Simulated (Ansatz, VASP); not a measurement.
# H18CO9 in VASP and in Ansatz

```
O H C
1.0
     6.47048    0.00000    0.00000
     0.00000    6.47048    0.00000
     0.00000    0.00000    6.47048
O H C
9 18 1
Direct
  0.80370 0.83149 0.42828
  0.06995 0.11393 0.57565
  0.56069 0.14354 0.02939
  0.16660 0.32330 0.21758
  0.44368 0.93866 0.67180
  0.52238 0.57760 0.85282
  0.06486 0.92618 0.07408
  0.37323 0.66560 0.23067
  0.92637 0.46899 0.88969
  0.82291 0.85332 0.27960
  0.65521 0.85222 0.45448
  0.10216 0.19394 0.44912
  0.95591 0.01891 0.53087
  0.63250 0.26888 0.98792
  0.43568 0.19599 0.09680
  0.25482 0.45292 0.23902
  0.05909 0.37572 0.12258
  0.30711 0.99276 0.62808
  0.48593 0.02534 0.79083
  0.48954 0.70673 0.77385
  0.67389 0.56132 0.84576
  0.10983 0.06533 0.11583
  0.06325 0.93190 0.92383
  0.26346 0.76363 0.18897
  0.44733 0.64213 0.09638
  0.99270 0.52074 0.58782
  0.21490 0.44608 0.76707
  0.04708 0.47323 0.74276
```

Alike in both runs: functional PBE; dispersion D3(BJ); k mesh 1 × 1 × 1; occupations fermi-dirac, width 0.05 eV; no spin polarisation.

Ansatz relaxed the structure, and its values are those at the end. VASP's run is a single point on that final structure, the one shown.

|  | VASP | Ansatz |
| --- | --- | --- |
| version | VASP 6.6.1 | Ansatz 0.2.0 |
| potentials or method | VASP PAW PBE potentials, release 64 (O, H, C), cutoff 520 eV | scalar-relativistic, plane waves, PAW |
| valence electrons in the cell | 76 | 76 |

VASP gave:

| Property | Result |
| --- | --- |
| rms of the force components (eV/Å) | 0.093 |

Task: Estimate Ansatz's values.

Result: rms of the force components (eV/Å): 0.053.

Noted on VASP's run: the standard files for N, O and F lose accuracy on very short bonds.
